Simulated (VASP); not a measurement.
Here is a VASP 6.6.1 calculation.

The input POSCAR:

```
Al2Cu
1.0
    4.0546238303      0.0000000000      0.0000000000
    2.0272207107      3.5114598952      0.0000000000
    0.0001824089     -2.3409030521      3.3106113141
Al Cu
2 1
Direct
    0.2500000000      0.5000000000      0.2500000000
    0.7500000000      0.5000000000      0.7500000000
    0.5000000000      0.0000000000      0.5000000000
```

File INCAR.step1:

```
SYSTEM = Al2Cu
ALGO = Normal
EDIFF = 1E-4
ENCUT = 520
GGA = PE
ISMEAR = 0
ISYM = 0
LASPH = .TRUE.
LCHARG = .FALSE.
LREAL = .FALSE.
LWAVE = .TRUE.
NBANDS = 16
NELM = 60
PREC = Accurate
SIGMA = 0.1
```

INCAR.step2

```
SYSTEM = Al2Cu
ALGO = Normal
EDIFF = 1E-6
ENCUT = 520
ISIF = 2
ISMEAR = 0
ISTART = 1
ISYM = 0
LASPH = .TRUE.
LCHARG = .FALSE.
LMIXTAU = .TRUE.
LREAL = .FALSE.
LWAVE = .FALSE.
METAGGA = R2SCAN
NBANDS = 16
NELM = 60
PREC = Accurate
SIGMA = 0.1
```

Contents of KPOINTS:

```
k-points
0
G
  9 9 10
  0 0 0
```

Potentials or basis: VASP PAW PBE potentials, release 64 (Al, Cu).

Command:

```sh
$ cat potpaw_PBE.64/Al/POTCAR potpaw_PBE.64/Cu/POTCAR > POTCAR
$ cp INCAR.step1 INCAR
$ mpirun -np 1 vasp_std > vasp.out
$ cp INCAR.step2 INCAR
$ mpirun -np 1 vasp_std > vasp.out
```

(1) Estimate the pressure.

(2) Predict the band gap on the k mesh.

Results:

(1) -0.1 GPa.

(2) zero (an odd number of electrons rules out a gap without spin polarisation).

Caveat: the PAW data sets were made with another functional, which shifts forces and pressure a little.
